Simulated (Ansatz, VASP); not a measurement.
MgCd2S3 in VASP and in Ansatz

```
Mg Cd S
1.0
     4.13515   -0.00059    0.00254
    -2.06804    3.58799   -0.00193
     0.01189   -0.00349   20.24447
Mg Cd S
2 4 6
Direct
  0.99961 0.00014 0.16563
  0.00078 0.00033 0.66567
  0.33366 0.66568 0.00271
  0.33236 0.66674 0.50266
  0.66435 0.33408 0.33163
  0.66978 0.33469 0.83174
  0.66555 0.33292 0.45803
  0.66685 0.33192 0.95825
  0.99775 0.00014 0.28733
  0.00262 0.00066 0.78748
  0.33285 0.66624 0.12948
  0.33384 0.66647 0.62939
```

Change from the starting cell: cell x2, atoms moved at random (sigma 0.15 Å) and cell strained at random (1.5 %), then relaxed without symmetry.

Alike in both runs: functional PBE; k mesh 6 × 6 × 1; occupations gaussian, width 0.1 eV; no spin polarisation.

Ansatz relaxed the structure, and its values are those at the end. VASP's run is a single point on that final structure, the one shown.

|  | VASP | Ansatz |
| --- | --- | --- |
| version | VASP 6.6.1 | Ansatz 0.2.0 |
| potentials or method | VASP PAW PBE potentials, release 64 (Mg, Cd, S), cutoff 520 eV | scalar-relativistic, plane waves, PAW |
| valence electrons in the cell | 88 | 136 |

```csv
,VASP,Ansatz,Ansatz less VASP
gap on the k mesh at the Fermi level (eV),1.52,1.52,-0.001
least direct gap on the mesh (eV),1.52,1.52,-0.001
pressure (GPa),0.2,0.0,-0.16
rms of the force components (eV/Å),0.015,0.005,-0.0095
```

The functional is the same, so the differences come from potentials, cutoffs and numerics. VASP's potentials hold 88 valence electrons a cell and Ansatz's 136, so a difference there can come from the potentials and not from the codes.
